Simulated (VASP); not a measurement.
## B6P7: single point with PBE

The system is B6P7.

```xyz
26
Lattice="7.0134 0.4644 0.0424 0.4644 7.2659 0.0943 0.0424 0.0943 7.1825" Properties=species:S:1:pos:R:3 pbc="T T T"
P     6.7088    2.1862    1.7877
P     6.7124    5.0701    1.8120
P     4.0613    2.0766    4.7715
P     1.9381    1.3760    6.8718
P     6.2446    3.3566    4.8575
P     3.5327    7.4401    4.0371
P     0.5519    6.9309    2.3017
P     0.8413    6.0694    4.5758
P     0.3739    0.5253    5.9927
P     3.0159    3.7305    7.0248
P     0.5183    3.7736    3.5607
P     7.1262    5.1614    6.6718
P     3.3224    4.8854    2.5383
P     4.8932    0.3993    2.8452
B     4.7058    6.3534    6.4735
B     5.1795    4.8304    2.8304
B     5.2317    4.8138    5.9012
B     4.1508    0.6673    6.6085
B     3.1759    7.1310    0.4560
B     1.8098    5.7855    1.1355
B     7.1142    6.8502    0.8179
B     2.7715    1.6846    2.9479
B     3.4910    1.1529    1.6706
B     4.1467    2.0490    0.3061
B     2.6908    3.2406    3.3715
B     2.6732    3.1540    5.0426
```

- Program: VASP 6.6.1
- Task: single point
- Functional: PBE
- Potentials or basis: VASP PAW PBE potentials, release 64 (P, B)
- Cutoff: 520 eV
- k mesh: 3 × 3 × 3
- Occupations: fermi-dirac, width 0.3447 eV
- Spin: no spin polarisation
- Dipole correction: no
- Further INCAR settings: LREAL = Auto; ALGO = Normal; EDIFF = 1e-06; NBANDS = 72

```json
{
  "Pressure": "3.5 GPa",
  "Largest force": "6.609 eV/Å",
  "Band gap on the k mesh": "zero (bands 53 and 54 overlap by 0.23 eV)"
}
```

Forces on the atoms (eV/Å):
```
P   -0.020  1.111 -0.156
P   -0.906 -0.652 -1.237
P    1.693 -1.966 -0.180
P    0.278  3.278  0.231
P   -3.152 -0.468  2.095
P   -1.204 -2.125  2.145
P    2.100  1.959  4.465
P    0.129 -0.407  0.641
P   -3.300 -1.206 -1.257
P    0.958 -0.759 -1.471
P    3.162  0.731 -1.090
P   -0.624  0.954  0.288
P   -0.588 -0.317  0.089
P   -0.417  0.016 -0.340
B   -0.082 -1.446 -0.729
B   -0.608  0.373 -0.424
B    0.400  1.223  0.770
B    0.296  0.947 -0.164
B    0.903 -2.785  1.785
B    2.792  1.517 -0.072
B   -0.146 -2.835 -5.969
B   -1.000  1.010  0.217
B    2.066 -1.786 -3.022
B   -0.474  0.012  0.257
B   -1.605  1.735  0.763
B   -0.653  1.889  2.366
```

Stress tensor (GPa, compression positive):
```
2.87 0.92 0.45
0.92 1.53 0.01
0.45 0.01 6.18
```

Levels at points of the mesh, in eV from the Fermi level:
```csv
k point,band 50,band 51,band 52,band 53,band 54,band 55,band 56,band 57
"(0.00, 0.00, 0.00)",-0.64,-0.54,-0.47,-0.42,-0.14,0.06,0.11,0.66
```

Wall time 11 min on 1 thread of Intel(R) Xeon(R) 6975P-C (Granite Rapids) (shared host), peak memory 0.51 GiB.

Caveat: the atoms stand as in a frame of molecular dynamics; so wide a smearing shifts energies and pressures.
